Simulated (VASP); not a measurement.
A run of VASP 6.6.1 is set up as follows.

Contents of INCAR:

```
PREC     = Accurate       # precision mode
ENCUT    = 520            # plane-wave cutoff, eV
EDIFF    = 1E-7           # SCF threshold, eV
ISMEAR   = 0              # smearing method
SIGMA    = 0.1            # smearing width, eV
LREAL    = F              # projectors in reciprocal space
LASPH    = T              # aspherical terms in the spheres
NELM     = 60             # most SCF steps
ALGO     = Normal         # electronic algorithm
ISIF     = 2              # what is computed and relaxed
LWAVE    = F              # write WAVECAR
LCHARG   = T              # write CHGCAR
GGA      = PE             # functional
LELF     = T              # ELF
LVHAR    = T            
NBANDS   = 25             # bands
```

The input KPOINTS:

```
regular mesh
0
Gamma
  4 4 4
```

The input POSCAR:

```
BeS5
1.0
    0.0000000000      3.6938626861      3.6938626861
    3.6938626861      0.0000000000      3.6938626861
    3.6938626861      3.6938626861      0.0000000000
Be S
1 5
Direct
    0.0000000000      0.0000000000      0.0000000000
    0.3751210807      0.3751210807      0.8746367580
    0.3751210807      0.8746367580      0.3751210807
    0.8746367580      0.3751210807      0.3751210807
    0.3751210807      0.3751210807      0.3751210807
    0.7500000000      0.7500000000      0.7500000000
```

Potentials or basis: VASP PAW PBE potentials, release 64 (Be, S).

Launch:

```bash
$ cat potpaw_PBE.64/Be/POTCAR potpaw_PBE.64/S/POTCAR > POTCAR
$ mpirun -np 1 vasp_std > vasp.out
```

Problem. Estimate the largest force.

Solution. 0.011 eV/Å.

Problem. Predict the band gap on the k mesh.

Solution. Zero (bands 16 and 17 overlap by 1.45 eV).

Problem. What does it give for the pressure?

Solution. -0.3 GPa.

Forces in eV/Å, atoms in the order of the input:
```
Be   0.000  0.000  0.000
S    0.006  0.006 -0.006
S    0.006 -0.006  0.006
S   -0.006  0.006  0.006
S   -0.006 -0.006 -0.006
S    0.000  0.000  0.000
```

Caveat: the k points lie up to 0.37 Å⁻¹ apart, too coarse for converged energies and pressures of a metal.
